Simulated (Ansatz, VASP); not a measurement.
**Two plane-wave programs on SnO2**

INCAR

```
  PREC = Accurate
  ENCUT = 520
  EDIFF = 1E-6
  ISMEAR = 0
  SIGMA = 0.05
  LREAL = F
  LASPH = T
  NELM = 100
  ALGO = Normal
  ISIF = 2
  LWAVE = F
  LCHARG = F
  GGA = PE
  NBANDS = 35
```

KPOINTS

```
Automatic mesh
0
Gamma
  10 10 10
```

Contents of POSCAR:

```
SnO2
1.0
   -2.0262505044      2.0262505044      5.1806864801
    2.0262505044     -2.0262505044      5.1806864801
    2.0262505044      2.0262505044     -5.1806864801
Sn O
2 4
Direct
    0.7500000000      0.2500000000      0.5000000000
    0.0000000000      0.0000000000      0.0000000000
    0.6811303089      0.8259051032     -0.1447747943
    0.9524019562      0.4524019562      0.5000000000
    0.2024019562      0.2024019562      0.0000000000
    0.5475980438      0.0475980438      0.5000000000
```

Input for Ansatz:

```yaml
crystal:
  lattice:
    - [-2.0262505044, 2.0262505044, 5.1806864801]
    - [2.0262505044, -2.0262505044, 5.1806864801]
    - [2.0262505044, 2.0262505044, -5.1806864801]
  atoms:
    - { symbol: Sn, position: [0.75, 0.25, 0.5] }
    - { symbol: Sn, position: [0.0, 0.0, 0.0] }
    - { symbol: O, position: [0.6811303089, 0.8259051032, -0.1447747943] }
    - { symbol: O, position: [0.9524019562, 0.4524019562, 0.5] }
    - { symbol: O, position: [0.2024019562, 0.2024019562, 0.0] }
    - { symbol: O, position: [0.5475980438, 0.0475980438, 0.5] }
basis:
  ecutwfc: 420
kpoints:
  mp_grid: { grid: [10, 10, 10] }
hamiltonian:
  xc: pbe
  pseudopotentials: { kind: paw, azcp: { folder: soft_1 } }
scf:
  occupations: { method: gaussian, width: 0.05 }
output:
  forces: true
  stress: true
  eigenvalues: true
```

Alike in both runs: task single point; functional PBE; k mesh 10 × 10 × 10; occupations gaussian, width 0.05 eV; no spin polarisation.

```csv
,VASP,Ansatz
version,VASP 6.6.1,Ansatz 0.2.0
potentials or method,"VASP PAW PBE potentials, release 64 (Sn_d, O), cutoff 520 eV","scalar-relativistic, plane waves, PAW"
valence electrons in the cell,52,52
```

Ansatz gave:

- gap on the k mesh at the Fermi level (eV): 1.14
- least direct gap on the mesh (eV): 1.52
- pressure (GPa): 3.7
- traceless stress, the component that is largest in VASP (GPa): 6.27
- rms of the force components (eV/Å): 1.387

Q: What did VASP give for the same quantities?

A: gap on the k mesh at the Fermi level (eV): 1.12; least direct gap on the mesh (eV): 1.50; pressure (GPa): 4.2; traceless stress, the component that is largest in VASP (GPa): 6.56; rms of the force components (eV/Å): 1.405.

Atom by atom the forces differ by 0.025 eV/Å (rms over components). With one functional, cell and mesh, what is left measures potentials, basis and numerics.
